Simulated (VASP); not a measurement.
TaAs: relaxation of cell and atoms with PBE

Crystal: TaAs.

```xyz
2
Lattice="0.0000 2.6333 2.6333 2.6333 0.0000 2.6333 2.6333 2.6333 0.0000" Properties=species:S:1:pos:R:3 pbc="T T T"
Ta    2.6333    2.6333    2.6333
As    0.0000    0.0000    0.0000
```

```
Program                : VASP 6.6.1
Task                   : relaxation of cell and atoms
Functional             : PBE
Potentials or basis    : VASP PAW PBE potentials, release 64 (Ta_pv, As)
Cutoff                 : 600 eV
k mesh                 : 14 × 14 × 14
Occupations            : gaussian, width 0.1 eV
Spin                   : no spin polarisation
Dipole correction      : no
Further INCAR settings : ALGO = Normal; EDIFF = 1e-06; IBRION = 2; EDIFFG = -0.01; NSW = 80; ISIF = 3
```

```json
{"Relaxed volume": "18.30 Å³/atom", "Relaxed cell": "a = 3.727 Å, b = 3.727 Å, c = 3.727 Å, α = 60.00°, β = 60.00°, γ = 60.00°", "Space group after relaxing (to 0.05 Å)": "Fm-3m (No. 225)", "Energy gained by relaxing": "0.0 meV/atom", "Ionic steps": "3", "Pressure after relaxing": "0.0 GPa"}
```

Final structure:
```
Ta As
1.0
     0.00000    2.63535    2.63535
     2.63535    0.00000    2.63535
     2.63535    2.63535    0.00000
Ta As
1 1
Direct
  0.50000 0.50000 0.50000
  0.00000 0.00000 0.00000
```

Levels at points of the mesh, in eV from the Fermi level:
| k point | band 4 | band 5 | band 6 | band 7 | band 8 | band 9 | band 10 | band 11 | band 12 |
| --- | --- | --- | --- | --- | --- | --- | --- | --- | --- |
| (0.00, 0.00, 0.00) | -14.24 | -1.61 | -1.61 | -1.61 | -0.90 | -0.90 | -0.48 | -0.48 | -0.48 |
| (0.50, 0.00, 0.00) | -11.68 | -7.85 | -4.68 | -4.68 | 0.82 | 0.82 | 1.28 | 2.77 | 6.26 |
| (0.50, 0.50, 0.00) | -12.35 | -5.51 | -3.53 | -2.50 | -2.50 | 0.19 | 0.96 | 1.60 | 1.60 |

It took 50 s on 1 thread of Intel(R) Xeon(R) 6975P-C (Granite Rapids), with other jobs on the host, peak memory 0.22 GiB.

Caveat: the bands computed are all filled at some k points, so no gap is given; spin-orbit coupling is left out, which moves the levels of the heavy elements.
